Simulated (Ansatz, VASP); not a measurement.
## NbAl7N8: VASP beside Ansatz

File INCAR:

```
SYSTEM = NbAl7N8
  ALGO = Normal
  EDIFF = 1E-6
  ENCUT = 520
  GGA = PS
  ISIF = 2
  ISMEAR = 0
  ISPIN = 2
  LASPH = .True.
  LCHARG = .True.
  LELF = .True.
  LMAXMIX = 4
  LORBIT = 11
  LREAL = Auto
  LVHAR = .True.
  LWAVE = .False.
  MAGMOM = 0 0 0 0 0 0 0 0 0 0 0 0 0 0 0 0
  NBANDS = 55
  NELM = 150
  PREC = Accurate
  SIGMA = 0.05
```

The input KPOINTS:

```
k-points
0
Gamma
  3 3 4
  0 0 0
```

File POSCAR:

```
NbAl7N8
1.0
    6.2200009000      0.0000000000      0.0000000000
   -3.1100004000      5.3866788000      0.0000000000
    0.0000000000      0.0000000000      4.9800000000
Nb Al N
1 7 8
Direct
    0.3338417743      0.1666276143      0.9651237301
    0.3342406972      0.6668325378      0.0049829633
    0.8337097530      0.1663245265      0.0050034951
    0.8336936286      0.6668201850      0.0050110067
    0.1637037653      0.3368497293      0.4970635264
    0.1636873568      0.8262611323      0.4970751282
    0.6742438362      0.3368391606      0.4970901299
    0.6672381422      0.8333371740      0.5015561599
    0.3338759008      0.1666459026      0.4321118678
    0.3365163943      0.6679721355      0.3802378052
    0.8325784308      0.1640550719      0.3802522820
    0.8325734744      0.6679534474      0.3802579307
    0.1519303112      0.3486090891      0.8740846827
    0.1519190416      0.8027449092      0.8741002976
    0.6977341548      0.3485889324      0.8741258016
    0.6672264891      0.8333369640      0.8824691579
```

Input for Ansatz:

```yaml
crystal:
  lattice:
    - [6.2200009, 0.0, 0.0]
    - [-3.1100004, 5.3866788, 0.0]
    - [0.0, 0.0, 4.98]
  atoms:
    - { symbol: Nb, position: [0.3338417743, 0.1666276143, 0.9651237301], spin: 0.3 }
    - { symbol: Al, position: [0.3342406972, 0.6668325378, 0.0049829633] }
    - { symbol: Al, position: [0.833709753, 0.1663245265, 0.0050034951] }
    - { symbol: Al, position: [0.8336936286, 0.666820185, 0.0050110067] }
    - { symbol: Al, position: [0.1637037653, 0.3368497293, 0.4970635264] }
    - { symbol: Al, position: [0.1636873568, 0.8262611323, 0.4970751282] }
    - { symbol: Al, position: [0.6742438362, 0.3368391606, 0.4970901299] }
    - { symbol: Al, position: [0.6672381422, 0.833337174, 0.5015561599] }
    - { symbol: "N", position: [0.3338759008, 0.1666459026, 0.4321118678] }
    - { symbol: "N", position: [0.3365163943, 0.6679721355, 0.3802378052] }
    - { symbol: "N", position: [0.8325784308, 0.1640550719, 0.380252282] }
    - { symbol: "N", position: [0.8325734744, 0.6679534474, 0.3802579307] }
    - { symbol: "N", position: [0.1519303112, 0.3486090891, 0.8740846827] }
    - { symbol: "N", position: [0.1519190416, 0.8027449092, 0.8741002976] }
    - { symbol: "N", position: [0.6977341548, 0.3485889324, 0.8741258016] }
    - { symbol: "N", position: [0.6672264891, 0.833336964, 0.8824691579] }
basis:
  ecutwfc: 420
  ecutrho_ratio: 4
kpoints:
  mp_grid: { grid: [3, 3, 4] }
hamiltonian:
  xc: pbesol
  hubbard:
    sites:
      - { site: 0, l: d, u_eff: 0.0, starting_ns: [{ spin: up, occupation_matrix: s0up }, { spin: down, occupation_matrix: s0down }] }
    occupation_matrices:
      s0up:
        matrix:
          - [0.02, 0.0, 0.0, 0.0, 0.0]
          - [0.0, 0.97, 0.0, 0.0, 0.0]
          - [0.0, 0.0, 0.02, 0.0, 0.0]
          - [0.0, 0.0, 0.0, 0.02, 0.0]
          - [0.0, 0.0, 0.0, 0.0, 0.02]
      s0down:
        matrix:
          - [0.02, 0.0, 0.0, 0.0, 0.0]
          - [0.0, 0.97, 0.0, 0.0, 0.0]
          - [0.0, 0.0, 0.02, 0.0, 0.0]
          - [0.0, 0.0, 0.0, 0.02, 0.0]
          - [0.0, 0.0, 0.0, 0.0, 0.02]
    ns_hold: { iters: 12 }
scf:
  occupations: { method: gaussian, width: 0.05 }
  lower_state_search: "off"
  max_iter: 150
output:
  forces: true
  stress: true
  eigenvalues: true
  populations: true
  hubbard: { sites: [{ site: 0, l: d }] }
magnetization:
  spin_polarized: true
```

Alike in both runs: task single point; functional PBEsol; k mesh 3 × 3 × 4; occupations gaussian, width 0.05 eV; collinear spin.

|  | VASP | Ansatz |
| --- | --- | --- |
| version | VASP 6.6.1 | Ansatz 0.2.0 |
| potentials or method | VASP PAW PBE potentials, release 64 (Nb_sv, Al, N), cutoff 520 eV | scalar-relativistic, plane waves, PAW |
| valence electrons in the cell | 74 | 74 |

VASP gave:

| Item | Value |
| --- | --- |
| gap on the k mesh at the Fermi level (eV) | none |
| pressure (GPa) | 9.0 |
| traceless stress, the component that is largest in VASP (GPa) | -5.23 |
| rms of the force components (eV/Å) | 0.166 |
| net moment per atom (μB) | 0.00 |

Problem. Estimate Ansatz's values.

Solution. gap on the k mesh at the Fermi level (eV): none; pressure (GPa): 9.0; traceless stress, the component that is largest in VASP (GPa): -5.26; rms of the force components (eV/Å): 0.160; net moment per atom (μB): 0.00.

VASP's potentials were made for PBE, not for PBEsol. Atom by atom the forces differ by 0.007 eV/Å (rms over components). A gap of «none» marks a metal or a gap that the smearing closes. Ansatz's warnings: filled band counts differ across k points, seeded moment not kept, specified occupation not kept.

The k mesh is coarse, so the values compare programs but aren't converged.
